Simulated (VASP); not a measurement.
## KI: single point with BLYP

Crystal: KI.

```
K I
1.0
     0.00000    3.54244    3.54244
     3.54244    0.00000    3.54244
     3.54244    3.54244    0.00000
K I
1 1
Direct
  0.00000 0.00000 0.00000
  0.50000 0.50000 0.50000
```

```json
{"Program": "VASP 6.6.1", "Task": "single point", "Functional": "BLYP", "Potentials or basis": "VASP PAW PBE potentials, release 64 (K_sv, I)", "Cutoff": "520 eV", "k mesh": "3 × 2 × 2", "Occupations": "gaussian, width 0.1 eV", "Spin": "no spin polarisation"}
```

```yaml
Pressure: 1.6 GPa
Band_gap_on_the_k_mesh: 3.95 eV, direct
```

Levels at points of the mesh, in eV from the valence-band top:
```csv
k point,band 5,band 6,band 7,band 8,band 9,band 10,band 11,band 12
"(0.00, 0.00, 0.00)",-10.48,0.00,0.00,0.00,3.95,6.42,6.42,6.42
"(0.00, 0.50, 0.00)",-10.23,-1.30,-0.34,-0.34,5.58,7.68,8.11,8.11
"(0.00, 0.00, 0.50)",-10.23,-1.30,-0.34,-0.34,5.58,7.68,8.11,8.11
"(0.00, 0.50, 0.50)",-10.34,-0.98,-0.36,-0.36,4.95,5.66,7.93,8.51
```

Wall time 26 s on 1 thread of AMD EPYC 9R45 96-Core Processor (Zen 5), with other jobs on the host, peak memory 0.2 GiB.

Caveat: the k points lie up to 0.77 Å⁻¹ apart; the PAW data sets were made with another functional, which shifts forces and pressure a little; spin-orbit coupling is left out, which moves the levels of the heavy elements. A hybrid or GW would open this gap; BLYP tends to underestimate it.
